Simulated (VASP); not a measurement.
## Al3GaN4: single point with r2SCAN

Al3GaN4:

```
CELL_PARAMETERS angstrom
5.03769 0.00000 0.00000
0.00000 3.12544 0.00000
-0.00336 0.00000 5.41117
ATOMIC_POSITIONS crystal
Al 0.50010 0.50000 0.16728
Al 0.00076 0.50000 0.83496
Al 0.00089 0.00000 0.33158
Ga 0.49971 0.00000 0.66616
N 0.11014 0.00000 0.66630
N 0.12259 0.50000 0.16717
N 0.62590 0.50000 0.84128
N 0.62351 0.00000 0.32526
```

```
Program             : VASP 6.6.1
Task                : single point
Functional          : r2SCAN
Potentials or basis : VASP PAW PBE potentials, release 64 (Al, Ga_d, N)
Cutoff              : 520 eV
k mesh              : 4 × 6 × 4
Occupations         : gaussian, width 0.1 eV
Spin                : no spin polarisation
```

```
Pressure               : 0.0 GPa
Largest force          : 0.016 eV/Å
Band gap on the k mesh : 4.15 eV, direct
```

Forces in eV/Å, atoms in the order of the input:
```
Al   0.005  0.000  0.000
Al   0.000  0.000  0.011
Al   0.009  0.000 -0.010
Ga   0.000  0.000 -0.003
N   -0.005  0.000 -0.001
N    0.011  0.000  0.002
N   -0.016  0.000 -0.002
N   -0.004  0.000  0.002
```

Stress tensor (GPa, compression positive):
```
 0.03  0.00 -0.02
 0.00 -0.08  0.00
-0.02  0.00 -0.08
```

Levels at points of the mesh, in eV from the valence-band top:
| k point | band 17 | band 18 | band 19 | band 20 | band 21 | band 22 | band 23 | band 24 | band 25 | band 26 |
| --- | --- | --- | --- | --- | --- | --- | --- | --- | --- | --- |
| (0.00, 0.00, 0.00) | -0.92 | -0.76 | -0.10 | -0.01 | 0.00 | 4.15 | 6.23 | 6.61 | 6.82 | 8.47 |
| (0.50, 0.00, 0.00) | -1.32 | -0.70 | -0.70 | -0.32 | -0.26 | 5.53 | 5.93 | 6.39 | 6.87 | 9.39 |
| (0.00, 0.50, 0.00) | -2.92 | -1.93 | -1.85 | -1.57 | -1.52 | 6.34 | 6.37 | 8.37 | 8.47 | 8.81 |
| (0.50, 0.50, 0.00) | -3.00 | -1.23 | -1.21 | -1.18 | -0.87 | 6.85 | 7.21 | 7.26 | 7.29 | 9.06 |
| (0.00, 0.00, 0.50) | -1.61 | -0.59 | -0.59 | -0.41 | -0.19 | 6.18 | 6.54 | 7.77 | 8.24 | 8.61 |
| (0.50, 0.00, 0.50) | -1.44 | -1.25 | -1.20 | -1.18 | -0.72 | 6.57 | 6.87 | 7.10 | 7.24 | 8.92 |
| (0.00, 0.50, 0.50) | -2.26 | -1.93 | -1.85 | -0.82 | -0.65 | 5.93 | 6.30 | 6.51 | 6.61 | 7.76 |
| (0.50, 0.50, 0.50) | -1.61 | -1.57 | -1.47 | -1.43 | -1.18 | 5.40 | 5.81 | 5.87 | 5.91 | 8.55 |

It took 3.7 min on 1 thread of Intel(R) Xeon(R) Platinum 8559C (Emerald Rapids), with other jobs on the host, peak memory 0.26 GiB.

Caveat: the PAW data sets were made with another functional, which shifts forces and pressure a little. r2SCAN opens gaps a little over a GGA but as a rule still falls short of measured ones.
